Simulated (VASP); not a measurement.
# HfS2 (P-3m1) in VASP: relaxation of the atoms with PBEsol+D3(BJ)

Aim: the relaxation of the atoms of HfS2 with PBEsol+D3(BJ).

Everything below comes from runs of VASP 6.6.1. Logs are shortened: lines on timing, memory, paths and dates and some standing lists are left out, and cuts for length are marked.

## Step 1: The cell of the first run

The structure is trigonal, space group P-3m1 (No. 164). The conventional cell has a = 3.640 Å, b = 3.640 Å, c = 6.056 Å, α = 90.00°, β = 90.00°, γ = 120.00°. Within 3.4 Å of Hf (site symmetry -3m) lie 6 S at 2.54 Å. S (site symmetry 3m) has 3 Hf at 2.54 Å within 3.4 Å.

## Step 2: Relaxation of the atoms, PBEsol+D3(BJ)

INCAR

```
SYSTEM = HfS2
PREC = Accurate ; ENCUT = 450
EDIFF = 1E-7 ; ISMEAR = 0
SIGMA = 0.02 ; LREAL = .False.
LASPH = .True. ; NELM = 120
ALGO = Normal ; ISIF = 2
LWAVE = .False. ; LCHARG = .False.
GGA = PS ; IVDW = 12
IBRION = 2 ; NSW = 60
EDIFFG = -0.01 ; GGA_COMPAT = .False.
NELMIN = 4
```

KPOINTS

```
Automatic mesh
0
Gamma
  12 12 6
  0 0 0
```

POSCAR

```
HfS2
1.0
    3.6396641800      0.0000000000      0.0000000000
   -1.8198320900      3.1520416411      0.0000000000
    0.0000000000      0.0000000000      6.0555624700
Hf S
1 2
Direct
    0.0000000000      0.0000000000      0.0000000000
    0.6666666700      0.3333333300      0.7639520500
    0.3333333300      0.6666666700      0.2360479500
```

Potentials or basis: VASP PAW PBE potentials, release 64 (Hf_pv, S).

On the command line:

```bash
$ cat potpaw_PBE.64/Hf_pv/POTCAR potpaw_PBE.64/S/POTCAR > POTCAR
$ mpirun -np 1 vasp_std > vasp.out
```

OUTCAR:

```text
SYSTEM = HfS2
   PREC = Accurate
   ENCUT = 450
   EDIFF = 1E-7
   ISMEAR = 0
   LREAL = .False.
   LASPH = .True.
   NELM = 120
   ISIF = 2
   GGA = PS
   IVDW = 12
   IBRION = 2
   NSW = 60
   EDIFFG = -0.01
   NELMIN = 4
 IVDW          = 12

 ion  position               nearest neighbor table
   1  0.000  0.000  0.000-   2 2.54   3 2.54   3 2.54   2 2.54   2 2.54   3 2.54
   2  0.667  0.333  0.764-   1 2.54   1 2.54   1 2.54
   3  0.333  0.667  0.236-   1 2.54   1 2.54   1 2.54

  LATTYP: Found a hexagonal cell.
 ALAT       =     3.6396641800
 C/A-ratio  =     1.6637695596

  Lattice vectors:

 A1 = (   3.6396641800,   0.0000000000,   0.0000000000)
 A2 = (  -1.8198320900,   3.1520416411,   0.0000000000)
 A3 = (   0.0000000000,   0.0000000000,   6.0555624700)

Analysis of symmetry for initial positions (statically):
=====================================================================
 Subroutine PRICEL returns:
 Original cell was already a primitive cell.

 Routine SETGRP: Setting up the symmetry group for a
 hexagonal supercell.

 Subroutine GETGRP returns: Found 12 space group operations
 (whereof 12 operations were pure point group operations)
 out of a pool of 24 trial point group operations.

The static configuration has the point symmetry D_3d.

Analysis of symmetry for dynamics (positions and initial velocities):
=====================================================================
 Subroutine PRICEL returns:
 Original cell was already a primitive cell.

 Routine SETGRP: Setting up the symmetry group for a
 hexagonal supercell.

 Subroutine GETGRP returns: Found 12 space group operations
 (whereof 12 operations were pure point group operations)
 out of a pool of 24 trial point group operations.

The dynamic configuration has the point symmetry D_3d.

 Subroutine INISYM returns: Found 12 space group operations
 (whereof 12 operations are pure point group operations),
 and found     1 'primitive' translations

----------------------------------------------------------------------------------------

                                     Primitive cell

  volume of cell :      69.4717

  direct lattice vectors                    reciprocal lattice vectors
     3.639664180  0.000000000  0.000000000     0.274750623  0.158627346  0.000000000
    -1.819832090  3.152041641  0.000000000     0.000000000  0.317254692  0.000000000
     0.000000000  0.000000000  6.055562470     0.000000000  0.000000000  0.165137426

  length of vectors
     3.639664180  3.639664180  6.055562470     0.317254692  0.317254692  0.165137426

  position of ions in fractional coordinates (direct lattice)
     0.000000000  0.000000000  0.000000000
     0.666666670  0.333333330  0.763952050
     0.333333330  0.666666670  0.236047950

  ion indices of the primitive-cell ions
   primitive index   ion index
                 1           1
                 2           2
                 3           3

----------------------------------------------------------------------------------------

 KPOINTS: Automatic mesh

Automatic generation of k-mesh.
 Grid dimensions read from file:
 generate k-points for:   12   12    6

 Generating k-lattice:

  Cartesian coordinates                     Fractional coordinates (reciprocal lattice)
     0.022895885  0.013218945  0.000000000     0.083333333  0.000000000  0.000000000
     0.000000000  0.026437891  0.000000000     0.000000000  0.083333333  0.000000000
     0.000000000  0.000000000  0.027522904     0.000000000  0.000000000  0.166666667

  Length of vectors
     0.026437891  0.026437891  0.027522904

  Shift w.r.t. Gamma in fractional coordinates (k-lattice)
     0.000000000  0.000000000  0.000000000

 Subroutine IBZKPT returns following result:
 ===========================================

 Found    100 irreducible k-points:

 Following reciprocal coordinates:
            Coordinates               Weight
  0.000000  0.000000  0.000000      1.000000
  0.083333 -0.000000  0.000000      6.000000
  0.166667 -0.000000  0.000000      6.000000
  0.250000  0.000000  0.000000      6.000000
  0.333333 -0.000000  0.000000      6.000000
  0.416667 -0.000000  0.000000      6.000000
[... 16 lines left out ...]
  0.166667 -0.000000  0.166667      6.000000
  0.000000  0.166667  0.166667      6.000000
 [... further k-points ...]
   k-points           NKPTS =    100   k-points in BZ     NKDIM =    100   number of bands    NBANDS=     15
   number of dos      NEDOS =    301   number of ions     NIONS =      3
   total plane-waves  NPLWV =  32928
   dimension x,y,z NGX =    28 NGY =   28 NGZ =   42
   dimension x,y,z NGXF=    56 NGYF=   56 NGZF=   84
   ions per type =               1   2
   NGX,Y,Z   is equivalent  to a cutoff of  12.79, 12.79, 11.53 a.u.
   NGXF,Y,Z  is equivalent  to a cutoff of  25.58, 25.58, 23.06 a.u.
 SYSTEM =  HfS2
   PREC   = accura    normal or accurate (medium, high low for compatibility)
   ISTART =      0    job   : 0-new  1-cont  2-samecut
   ICHARG =      2    charge: 1-file 2-atom 10-const
   ISPIN  =      1    spin polarized calculation?
   LNONCOLLINEAR =      F non collinear calculations
   LSORBIT =      F    spin-orbit coupling
   LASPH  =      T    aspherical Exc in radial PAW
   ENCUT  =  450.0 eV  33.07 Ry    5.75 a.u.   6.30  6.30 10.47*2*pi/ulx,y,z
   NELM   =    120;   NELMIN=  4; NELMDL= -5     # of ELM steps
   EDIFF  = 0.1E-06   stopping-criterion for ELM
   LREAL  =      F    real-space projection
   EDIFFG = -.1E-01   stopping-criterion for IOM
   NSW    =     60    number of steps for IOM
   IBRION =      2    ionic relax: 0-MD 1-quasi-New 2-CG
   NFREE  =      1    steps in history (QN), initial steepest desc. (CG)
   ISIF   =      2    stress and relaxation
   ISYM   =      2    0-nonsym 1-usesym 2-fastsym
   POTIM  = 0.5000    time-step for ionic-motion
   TEBEG  =    0.0;   TEEND  =   0.0 temperature during run
   PSTRESS=    0.0 pullay stress
   NELECT =      22.0000    total number of electrons
   NUPDOWN=      -1.0000    fix difference up-down
   EMIN   =  10.00;   EMAX   =-10.00  energy-range for DOS
   EFERMI =   0.00;   METHOD = LEGACY
   ISMEAR =     0;   SIGMA  =   0.02  broadening in eV -4-tet -1-fermi 0-gaus
   EFERMI_NEDOS =   21; number of points for ismear=-14 and -15
   IALGO  =     38    algorithm
   IMIX   =      4    mixing-type and parameters
     AMIX     =   0.40;   BMIX     =  1.00
     AMIX_MAG =   1.60;   BMIX_MAG =  1.00
  volume/ion in A,a.u.               =      23.16       156.27
  Fermi-wavevector in a.u.,A,eV,Ry     =   1.115869  2.108686 16.941474  1.245163
  Thomas-Fermi vector in A             =   2.252478
   LORBIT       =      0    0 simple, 1 ext, 2 COOP (PROOUT), +10 PAW based schemes
   GGA     = PS    functional components
   LHFCALC =     F    Hartree Fock is set to
   AEXX    =    0.0000 exact exchange contribution
   IVDW    =    12    specifies the selected vdW correction
   LEPSILON=     F    determine dielectric tensor
   LRPA    =     F    only Hartree local field effects (RPA)
 conjugate gradient relaxation of ions
 non-spin polarized calculation
 Gauss-broadening in eV      SIGMA  =   0.02
  energy-cutoff  :      450.00
  volume of cell :       69.47
 maximum number of plane-waves:      1528
 NGX is ok and might be reduce to    28
   NGX = 13   NGY = 13   NGZ = 21

--------------------------------------- Ionic step        1  -------------------------------------------

 number of electron      22.0000001 magnetization

 Free energy of the ion-electron system (eV)
  ---------------------------------------------------
  ext. energy  EPLUGINS =         0.00000000
  ---------------------------------------------------
  free energy    TOTEN  =       -24.05024353 eV

  energy without entropy =      -24.05024353  energy(sigma->0) =      -24.05024353

------------------------ aborting loop because EDIFF is reached ----------------------------------------

 Edisp (eV)   -0.87679

 E8    (eV) :    -0.5781

  FORCE on cell =-STRESS in cart. coord.  units (eV):
  Direction    XX          YY          ZZ          XY          YZ          ZX
  --------------------------------------------------------------------------------------
  -------------------------------------------------------------------------------------
  Total      -2.00478    -2.00478    -1.24939     0.00000     0.00000     0.00000
  in kB     -46.23495   -46.23495   -28.81379     0.00000     0.00000     0.00000
  external pressure =      -40.43 kB  Pullay stress =        0.00 kB

 VOLUME and BASIS-vectors are now :
 -----------------------------------------------------------------------------
  energy-cutoff  :      450.00
  volume of cell :       69.47
      direct lattice vectors                 reciprocal lattice vectors
     3.639664180  0.000000000  0.000000000     0.274750623  0.158627346  0.000000000
    -1.819832090  3.152041641  0.000000000     0.000000000  0.317254692  0.000000000
     0.000000000  0.000000000  6.055562470     0.000000000  0.000000000  0.165137426
[... 42 lines left out ...]
 POSITION                                       TOTAL-FORCE (eV/Angst)
 -----------------------------------------------------------------------------------
      0.00000      0.00000      0.00000         0.000000      0.000000      0.000000
      1.81983      1.05068      4.62852         0.000000      0.000000      0.021224
     -0.00000      2.10136      1.42704        -0.000000      0.000000     -0.021224
 -----------------------------------------------------------------------------------
    total drift:                                0.000000      0.000000      0.000000

  FREE ENERGIE OF THE ION-ELECTRON SYSTEM (eV)
  ---------------------------------------------------
  free  energy   TOTEN  =       -24.9272053578 eV

  energy  without entropy=      -24.9272053578  energy(sigma->0) =      -24.92720536

--------------------------------------- Ionic step        3  -------------------------------------------

 number of electron      22.0000002 magnetization

 Free energy of the ion-electron system (eV)
  ---------------------------------------------------
  ext. energy  EPLUGINS =         0.00000000
  ---------------------------------------------------
  free energy    TOTEN  =       -24.05056202 eV

  energy without entropy =      -24.05056202  energy(sigma->0) =      -24.05056202

 E-fermi :   2.9584     XC(G=0):  -9.5974

 val. band max:        2.7818147639   @ k =   0.0833   0.0833   0.0000
 cond. band min:       3.9078016119   @ k =   0.5000   0.0000   0.5000
 fundamental gap:      1.1259868479
 Fermi energy:         2.9584294228

 k-point     1 :       0.0000    0.0000    0.0000
  band No.  band energies     occupation
      1     -27.8458      2.00000
      2     -27.7307      2.00000
      3     -27.7307      2.00000
      4     -10.2071      2.00000
      5      -8.5245      2.00000
      6      -1.8079      2.00000
      7       0.0161      2.00000
      8       0.0161      2.00000
      9       2.7186      2.00000
     10       2.7549      2.00000
     11       2.7549      2.00000
     12       4.7499      0.00000
     13       4.7499      0.00000
     14       5.4344      0.00000
     15       8.1606      0.00000
[... 397 lines left out ...]
 k-point    24 :       0.0000    0.1667    0.1667
  band No.  band energies     occupation
      1     -27.8365      2.00000
      2     -27.7795      2.00000
      3     -27.7417      2.00000
      4      -9.8625      2.00000
      5      -8.6208      2.00000
      6      -1.3435      2.00000
      7      -0.2879      2.00000
      8       0.1600      2.00000
      9       1.1079      2.00000
     10       2.1784      2.00000
     11       2.6156      2.00000
     12       4.6339      0.00000
     13       5.5154      0.00000
     14       6.0928      0.00000
     15       7.7578      0.00000

 [... further k-points ...]

------------------------ aborting loop because EDIFF is reached ----------------------------------------

 Edisp (eV)   -0.87668

 E8    (eV) :    -0.5780

  FORCE on cell =-STRESS in cart. coord.  units (eV):
  Direction    XX          YY          ZZ          XY          YZ          ZX
  --------------------------------------------------------------------------------------
  -------------------------------------------------------------------------------------
  Total      -1.92679    -1.92679    -1.12262     0.00000     0.00000     0.00000
  in kB     -44.43621   -44.43621   -25.89022     0.00000     0.00000     0.00000
  external pressure =      -38.25 kB  Pullay stress =        0.00 kB

 VOLUME and BASIS-vectors are now :
 -----------------------------------------------------------------------------
  energy-cutoff  :      450.00
  volume of cell :       69.47
      direct lattice vectors                 reciprocal lattice vectors
     3.639664180  0.000000000  0.000000000     0.274750623  0.158627346  0.000000000
    -1.819832090  3.152041641  0.000000000     0.000000000  0.317254692  0.000000000
     0.000000000  0.000000000  6.055562470     0.000000000  0.000000000  0.165137426

 POSITION                                       TOTAL-FORCE (eV/Angst)
 -----------------------------------------------------------------------------------
      0.00000      0.00000      0.00000         0.000000      0.000000      0.000000
      1.81983      1.05068      4.63007         0.000000      0.000000      0.003118
     -0.00000      2.10136      1.42549        -0.000000      0.000000     -0.003118
 -----------------------------------------------------------------------------------
    total drift:                               -0.000000     -0.000000     -0.000000

  FREE ENERGIE OF THE ION-ELECTRON SYSTEM (eV)
  ---------------------------------------------------
  free  energy   TOTEN  =       -24.9272443286 eV

  energy  without entropy=      -24.9272443286  energy(sigma->0) =      -24.92724433

 reached required accuracy - stopping structural energy minimisation
```

It took 5.6 min on 1 thread of Intel Xeon 8259CL, shared host; peak memory 0.25 GiB.

What came out:

| Quantity | Value |
| --- | --- |
| Free energy | -24.9272 eV |
| Energy gained by relaxing | 0.1 meV/atom |
| Ionic steps | 3 |
| Pressure after relaxing | -3.8 GPa |
| Largest force after relaxing | 0.003 eV/Å |
| Band gap on the k mesh | 1.13 eV (least direct gap 1.85 eV) |
| Dispersion energy per atom | -0.292 eV |

Forces on the atoms (eV/Å):
```
Hf   0.000  0.000  0.000
S    0.000  0.000  0.003
S    0.000  0.000 -0.003
```

Stress tensor (GPa, compression positive):
```
-4.44  0.00  0.00
 0.00 -4.44  0.00
 0.00  0.00 -2.59
```

The path:
| step | energy change (eV) | largest force (eV/Å) | pressure (GPa) |
| --- | --- | --- | --- |
| 1 | 0.0000 | 0.0490 | -4.04 |
| 2 | -0.0002 | 0.0212 | -3.91 |
| 3 | -0.0002 | 0.0031 | -3.83 |

Final structure:
```xyz
3
Lattice="3.6397 0.0000 0.0000 -1.8198 3.1520 0.0000 0.0000 0.0000 6.0556" Properties=species:S:1:pos:R:3 pbc="T T T"
Hf    0.0000    0.0000    0.0000
S     1.8198    1.0507    4.6301
S     0.0000    2.1014    1.4255
```

Levels at points of the mesh, in eV from the valence-band top:
```tsv
k point	band 9	band 10	band 11	band 12	band 13	band 14
(0.00, 0.00, 0.00)	-0.06	-0.03	-0.03	1.97	1.97	2.65
(0.50, 0.00, 0.00)	-2.41	-1.76	-1.24	1.27	4.01	4.01
(0.00, 0.00, 0.50)	-1.62	-0.12	-0.12	1.94	1.94	2.90
(0.50, 0.00, 0.50)	-2.28	-1.06	-0.91	1.13	4.00	4.05
```

Caveat: the PAW data sets were made with another functional, which shifts forces and pressure a little; spin-orbit coupling is left out, which moves the levels of the heavy elements.
